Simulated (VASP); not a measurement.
# Be5ZnTe6 (P-4m2) in VASP: single point with PBE

Aim: the single point of Be5ZnTe6 with PBE.

All numbers are computed with VASP 6.6.1; they aren't measurements. Logs are shortened: lines on timing, memory, paths and dates and some standing lists are left out, and cuts for length are marked.

### 1 The cell of the first run

It takes space group P-4m2 (No. 115, tetragonal). The conventional cell has a = 4.057 Å, b = 4.057 Å, c = 17.324 Å, α = 90.00°, β = 90.00°, γ = 90.00°. Be (site symmetry 2mm) has 4 Te at 2.46 to 2.47 Å within 3.2 Å. Within 3.3 Å of Be (site symmetry 2mm) lie 4 Te at 2.47 Å. Be (site symmetry -4m2) has 4 Te at 2.47 Å within 3.3 Å. Zn (site symmetry -4m2) has 4 Te at 2.63 Å within 3.5 Å. Within 3.2 Å of Te (site symmetry 2mm) lie 2 Be at 2.46 Å and 2 Zn at 2.63 Å. Te (site symmetry 2mm) has 4 Be at 2.47 Å within 3.3 Å. Te (site symmetry 2mm) has 4 Be at 2.47 Å within 3.3 Å.

### 2 Single point, PBE

Contents of INCAR:

```
PREC = Accurate
ENCUT = 520
EDIFF = 1E-6
ISMEAR = 0
SIGMA = 0.02
LREAL = F
LASPH = T
NELM = 80
ALGO = Normal
ISIF = 2
LWAVE = F
LCHARG = F
GGA = PE
NBANDS = 41
```

Contents of KPOINTS:

```
Automatic mesh
0
Gamma
  8 8 2
```

Contents of POSCAR:

```
Be5ZnTe6
1.0
    4.0571114225      0.0000000000      0.0000000000
    0.0000000000      4.0571114225      0.0000000000
    0.0000000000      0.0000000000     17.3244502160
Be Zn Te
5 1 6
Direct
    0.0000000000      0.0000000000      0.8237556141
    0.0000000000      0.0000000000      0.1762443859
    0.5000000000      0.5000000000      0.3382526070
    0.0000000000      0.0000000000      0.5000000000
    0.5000000000      0.5000000000      0.6617473930
    0.5000000000      0.5000000000      0.0000000000
    0.5000000000      0.0000000000      0.0963530963
    0.0000000000      0.5000000000      0.2573354499
    0.5000000000      0.0000000000      0.4191361976
    0.0000000000      0.5000000000      0.5808638024
    0.5000000000      0.0000000000      0.7426645501
    0.0000000000      0.5000000000      0.9036469037
```

Potentials or basis: VASP PAW PBE potentials, release 64 (Be, Zn, Te).

Launch:

```console
> cat potpaw_PBE.64/Be/POTCAR potpaw_PBE.64/Zn/POTCAR potpaw_PBE.64/Te/POTCAR > POTCAR
> mpirun -np 1 vasp_std > vasp.out
```

OUTCAR:

```text
PREC = Accurate
   ENCUT = 520
   EDIFF = 1E-6
   ISMEAR = 0
   LREAL = F
   LASPH = T
   NELM = 80
   ISIF = 2
   GGA = PE

 ion  position               nearest neighbor table
   1  0.000  0.000  0.824-  12 2.46  12 2.46  11 2.47  11 2.47
   2  0.000  0.000  0.176-   7 2.46   7 2.46   8 2.47   8 2.47
   3  0.500  0.500  0.338-   9 2.47   9 2.47   8 2.47   8 2.47
   4  0.000  0.000  0.500-   9 2.47  10 2.47  10 2.47   9 2.47
   5  0.500  0.500  0.662-  10 2.47  10 2.47  11 2.47  11 2.47
   6  0.500  0.500  0.000-   7 2.63  12 2.63   7 2.63  12 2.63
   7  0.500  0.000  0.096-   2 2.46   2 2.46   6 2.63   6 2.63
   8  0.000  0.500  0.257-   3 2.47   3 2.47   2 2.47   2 2.47
   9  0.500  0.000  0.419-   4 2.47   4 2.47   3 2.47   3 2.47
  10  0.000  0.500  0.581-   4 2.47   4 2.47   5 2.47   5 2.47
  11  0.500  0.000  0.743-   5 2.47   5 2.47   1 2.47   1 2.47
  12  0.000  0.500  0.904-   1 2.46   1 2.46   6 2.63   6 2.63

  LATTYP: Found a simple tetragonal cell.
 ALAT       =     4.0571114225
 C/A-ratio  =     4.2701440537

  Lattice vectors:

 A1 = (   4.0571114225,   0.0000000000,   0.0000000000)
 A2 = (   0.0000000000,   4.0571114225,   0.0000000000)
 A3 = (   0.0000000000,   0.0000000000,  17.3244502160)

Analysis of symmetry for initial positions (statically):
=====================================================================
 Subroutine PRICEL returns:
 Original cell was already a primitive cell.

 Routine SETGRP: Setting up the symmetry group for a
 simple tetragonal supercell.

 Subroutine GETGRP returns: Found  8 space group operations
 (whereof  8 operations were pure point group operations)
 out of a pool of 16 trial point group operations.

The static configuration has the point symmetry D_2d.

Analysis of symmetry for dynamics (positions and initial velocities):
=====================================================================
 Subroutine PRICEL returns:
 Original cell was already a primitive cell.

 Routine SETGRP: Setting up the symmetry group for a
 simple tetragonal supercell.

 Subroutine GETGRP returns: Found  8 space group operations
 (whereof  8 operations were pure point group operations)
 out of a pool of 16 trial point group operations.

The dynamic configuration has the point symmetry D_2d.

 Subroutine INISYM returns: Found  8 space group operations
 (whereof  8 operations are pure point group operations),
 and found     1 'primitive' translations

----------------------------------------------------------------------------------------

                                     Primitive cell

  volume of cell :     285.1631

  direct lattice vectors                    reciprocal lattice vectors
     4.057111423  0.000000000  0.000000000     0.246480783  0.000000000  0.000000000
     0.000000000  4.057111423  0.000000000     0.000000000  0.246480783  0.000000000
     0.000000000  0.000000000 17.324450216     0.000000000  0.000000000  0.057721889

  length of vectors
     4.057111423  4.057111423 17.324450216     0.246480783  0.246480783  0.057721889

  position of ions in fractional coordinates (direct lattice)
     0.000000000  0.000000000  0.823755614
     0.000000000  0.000000000  0.176244386
     0.500000000  0.500000000  0.338252607
     0.000000000  0.000000000  0.500000000
     0.500000000  0.500000000  0.661747393
     0.500000000  0.500000000  0.000000000
     0.500000000  0.000000000  0.096353096
     0.000000000  0.500000000  0.257335450
     0.500000000  0.000000000  0.419136198
     0.000000000  0.500000000  0.580863802
     0.500000000  0.000000000  0.742664550
     0.000000000  0.500000000  0.903646904

  ion indices of the primitive-cell ions
   primitive index   ion index
                 1           1
                 2           2
                 3           3
                 4           4
                 5           5
                 6           6
                 7           7
                 8           8
                 9           9
                10          10
                11          11
                12          12

----------------------------------------------------------------------------------------

 KPOINTS: Automatic mesh

Automatic generation of k-mesh.
 Grid dimensions read from file:
 generate k-points for:    8    8    2

 Generating k-lattice:

  Cartesian coordinates                     Fractional coordinates (reciprocal lattice)
     0.030810098  0.000000000  0.000000000     0.125000000  0.000000000  0.000000000
     0.000000000  0.030810098  0.000000000     0.000000000  0.125000000  0.000000000
     0.000000000  0.000000000  0.028860945     0.000000000  0.000000000  0.500000000

  Length of vectors
     0.030810098  0.030810098  0.028860945

  Shift w.r.t. Gamma in fractional coordinates (k-lattice)
     0.000000000  0.000000000  0.000000000

 Subroutine IBZKPT returns following result:
 ===========================================

 Found     30 irreducible k-points:

 Following reciprocal coordinates:
            Coordinates               Weight
  0.000000  0.000000  0.000000      1.000000
  0.125000  0.000000  0.000000      4.000000
  0.250000  0.000000  0.000000      4.000000
  0.375000  0.000000  0.000000      4.000000
  0.500000  0.000000  0.000000      2.000000
  0.125000  0.125000  0.000000      4.000000
[... 16 lines left out ...]
  0.375000  0.125000  0.500000      8.000000
  0.500000  0.125000  0.500000      4.000000
 [... further k-points ...]
   k-points           NKPTS =     30   k-points in BZ     NKDIM =     30   number of bands    NBANDS=     41
   number of dos      NEDOS =    301   number of ions     NIONS =     12
   total plane-waves  NPLWV = 126000
   dimension x,y,z NGX =    30 NGY =   30 NGZ =  140
   dimension x,y,z NGXF=    60 NGYF=   60 NGZF=  280
   ions per type =               5   1   6
   NGX,Y,Z   is equivalent  to a cutoff of  12.29, 12.29, 13.43 a.u.
   NGXF,Y,Z  is equivalent  to a cutoff of  24.59, 24.59, 26.87 a.u.
 SYSTEM =  unknown system
   PREC   = accura    normal or accurate (medium, high low for compatibility)
   ISTART =      0    job   : 0-new  1-cont  2-samecut
   ICHARG =      2    charge: 1-file 2-atom 10-const
   ISPIN  =      1    spin polarized calculation?
   LNONCOLLINEAR =      F non collinear calculations
   LSORBIT =      F    spin-orbit coupling
   LASPH  =      T    aspherical Exc in radial PAW
   ENCUT  =  520.0 eV  38.22 Ry    6.18 a.u.   7.54  7.54 32.21*2*pi/ulx,y,z
   NELM   =     80;   NELMIN=  2; NELMDL= -5     # of ELM steps
   EDIFF  = 0.1E-05   stopping-criterion for ELM
   LREAL  =      F    real-space projection
   EDIFFG = 0.1E-04   stopping-criterion for IOM
   NSW    =      0    number of steps for IOM
   IBRION =     -1    ionic relax: 0-MD 1-quasi-New 2-CG
   NFREE  =      0    steps in history (QN), initial steepest desc. (CG)
   ISIF   =      2    stress and relaxation
   ISYM   =      2    0-nonsym 1-usesym 2-fastsym
   POTIM  = 0.5000    time-step for ionic-motion
   TEBEG  =    0.0;   TEEND  =   0.0 temperature during run
   PSTRESS=    0.0 pullay stress
   NELECT =      58.0000    total number of electrons
   NUPDOWN=      -1.0000    fix difference up-down
   EMIN   =  10.00;   EMAX   =-10.00  energy-range for DOS
   EFERMI =   0.00;   METHOD = LEGACY
   ISMEAR =     0;   SIGMA  =   0.02  broadening in eV -4-tet -1-fermi 0-gaus
   EFERMI_NEDOS =   21; number of points for ismear=-14 and -15
   IALGO  =     38    algorithm
   IMIX   =      4    mixing-type and parameters
     AMIX     =   0.40;   BMIX     =  1.00
     AMIX_MAG =   1.60;   BMIX_MAG =  1.00
  volume/ion in A,a.u.               =      23.76       160.36
  Fermi-wavevector in a.u.,A,eV,Ry     =   0.962764  1.819360 12.611430  0.926914
  Thomas-Fermi vector in A             =   2.092251
   LORBIT       =      0    0 simple, 1 ext, 2 COOP (PROOUT), +10 PAW based schemes
   GGA     = PE    functional components
   LHFCALC =     F    Hartree Fock is set to
   AEXX    =    0.0000 exact exchange contribution
   IVDW    =     0    specifies the selected vdW correction
   LEPSILON=     F    determine dielectric tensor
   LRPA    =     F    only Hartree local field effects (RPA)
 non-spin polarized calculation
 Gauss-broadening in eV      SIGMA  =   0.02
  energy-cutoff  :      520.00
  volume of cell :      285.16
 maximum number of plane-waves:      7721
   NGX = 15   NGY = 15   NGZ = 65

 number of electron      58.0000015 magnetization

 Free energy of the ion-electron system (eV)
  ---------------------------------------------------
  ext. energy  EPLUGINS =         0.00000000
  ---------------------------------------------------
  free energy    TOTEN  =       -43.15923479 eV

  energy without entropy =      -43.15923479  energy(sigma->0) =      -43.15923479

 E-fermi :   4.7026     XC(G=0):  -8.9697

 val. band max:        4.5982537906   @ k =   0.0000   0.0000   0.0000
 cond. band min:       6.5136961892   @ k =   0.0000   0.0000   0.5000
 fundamental gap:      1.9154423985
 Fermi energy:         4.7026235857

 k-point     1 :       0.0000    0.0000    0.0000
  band No.  band energies     occupation
      1      -7.5622      2.00000
      2      -7.2817      2.00000
      3      -7.1871      2.00000
      4      -6.5033      2.00000
      5      -6.3689      2.00000
      6      -5.8786      2.00000
[... 33 lines left out ...]
     40       8.2868      0.00000
     41       8.5460      0.00000

 k-point     2 :       0.1250    0.0000    0.0000
  band No.  band energies     occupation
      1      -7.4702      2.00000
      2      -7.1989      2.00000
      3      -7.1076      2.00000
      4      -6.4572      2.00000
      5      -6.3280      2.00000
      6      -5.8756      2.00000
[... 957 lines left out ...]
     40       9.2352      0.00000
     41       9.3802      0.00000

 k-point    24 :       0.5000    0.1250    0.5000
  band No.  band energies     occupation
      1      -6.3423      2.00000
      2      -6.3337      2.00000
      3      -6.3158      2.00000
      4      -6.3131      2.00000
      5      -6.2782      2.00000
      6      -6.2767      2.00000
[... 33 lines left out ...]
     40       9.0724      0.00000
     41       9.2625      0.00000

 [... further k-points ...]

------------------------ aborting loop because EDIFF is reached ----------------------------------------

  FORCE on cell =-STRESS in cart. coord.  units (eV):
  Direction    XX          YY          ZZ          XY          YZ          ZX
  --------------------------------------------------------------------------------------
  -------------------------------------------------------------------------------------
  Total        0.2789681      0.2789681      0.2918335      0.0000000      0.0000000      0.0000000
  in kB        1.5673712      1.5673712      1.6396548      0.0000000      0.0000000      0.0000000
  external PRESSURE =       1.5914657 kB  Pullay stress =       0.0000000 kB

 VOLUME and BASIS-vectors are now :
 -----------------------------------------------------------------------------
  energy-cutoff  :      520.00
  volume of cell :      285.16
      direct lattice vectors                 reciprocal lattice vectors
     4.057111423  0.000000000  0.000000000     0.246480783  0.000000000  0.000000000
     0.000000000  4.057111423  0.000000000     0.000000000  0.246480783  0.000000000
     0.000000000  0.000000000 17.324450216     0.000000000  0.000000000  0.057721889

 POSITION                                       TOTAL-FORCE (eV/Angst)
 -----------------------------------------------------------------------------------
      0.00000      0.00000     14.27111        -0.000000      0.000000      0.002001
      0.00000      0.00000      3.05334        -0.000000      0.000000     -0.002001
      2.02856      2.02856      5.86004        -0.000000      0.000000      0.000660
      0.00000      0.00000      8.66223        -0.000000      0.000000      0.000000
      2.02856      2.02856     11.46441        -0.000000      0.000000     -0.000660
      2.02856      2.02856      0.00000        -0.000000     -0.000000      0.000000
      2.02856      0.00000      1.66926         0.000000      0.000000     -0.007641
      0.00000      2.02856      4.45820        -0.000000      0.000000      0.003744
      2.02856      0.00000      7.26130        -0.000000      0.000000     -0.001877
      0.00000      2.02856     10.06315        -0.000000      0.000000      0.001877
      2.02856      0.00000     12.86626         0.000000      0.000000     -0.003744
      0.00000      2.02856     15.65519        -0.000000      0.000000      0.007641
 -----------------------------------------------------------------------------------
    total drift:                                0.000000      0.000000     -0.000000

  FREE ENERGIE OF THE ION-ELECTRON SYSTEM (eV)
  ---------------------------------------------------
  free  energy   TOTEN  =       -43.1592347936 eV

  energy  without entropy=      -43.1592347936  energy(sigma->0) =      -43.15923479
```

It took 12 min on 1 thread of Intel Xeon 8259CL, shared host; peak memory 0.52 GiB.

Results:

```
Free energy            : -43.1592 eV
Pressure               : 0.2 GPa
Largest force          : 0.008 eV/Å
Band gap on the k mesh : 1.92 eV (least direct gap 1.92 eV)
```

Forces in eV/Å, atoms in the order of the input:
```
Be   0.000  0.000  0.002
Be   0.000  0.000 -0.002
Be   0.000  0.000  0.001
Be   0.000  0.000  0.000
Be   0.000  0.000 -0.001
Zn   0.000  0.000  0.000
Te   0.000  0.000 -0.008
Te   0.000  0.000  0.004
Te   0.000  0.000 -0.002
Te   0.000  0.000  0.002
Te   0.000  0.000 -0.004
Te   0.000  0.000  0.008
```

Caveat: spin-orbit coupling is left out, which moves the levels of the heavy elements. A k mesh can miss the band edges.
